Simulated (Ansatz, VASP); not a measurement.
## HfN in VASP and in Ansatz

```
Hf N
1.0
     2.82503    0.00000    0.00000
     0.00000    2.82503    0.00000
     0.00000    0.00000    2.82503
Hf N
1 1
Cartesian
  1.4125 1.4125 1.4125
  0.0000 0.0000 0.0000
```

Alike in both runs: functional PBEsol-based screened hybrid; k mesh 5 × 5 × 5; occupations fermi-dirac, width 0.05 eV; no spin polarisation.

|  | VASP | Ansatz |
| --- | --- | --- |
| version | VASP 6.6.1 | Ansatz 0.2.0 |
| potentials or method | VASP PAW PBE potentials, release 64 (Hf_pv, N) | Ansatz PAW |
| plane-wave cutoff (eV) | 520 | 420 |
| valence electrons in the cell | 15 | 31 |
| task | single point | band structure |

|  | VASP | Ansatz | Ansatz less VASP |
| --- | --- | --- | --- |
| gap on the k mesh at the Fermi level (eV) | none | none | - |
| pressure (GPa) | -16.7 | -12.5 | +4.19 |

VASP's potentials were made for PBE, not for PBEsol-based screened hybrid. A gap of «none» marks a metal or a gap that the smearing closes. With one functional, cell and mesh, what is left measures potentials, basis and numerics. VASP's potentials hold 15 valence electrons a cell and Ansatz's 31, so a difference there can come from the potentials and not from the codes.

The k mesh is coarse, so the values compare programs but aren't converged. Spin-orbit coupling is off throughout.
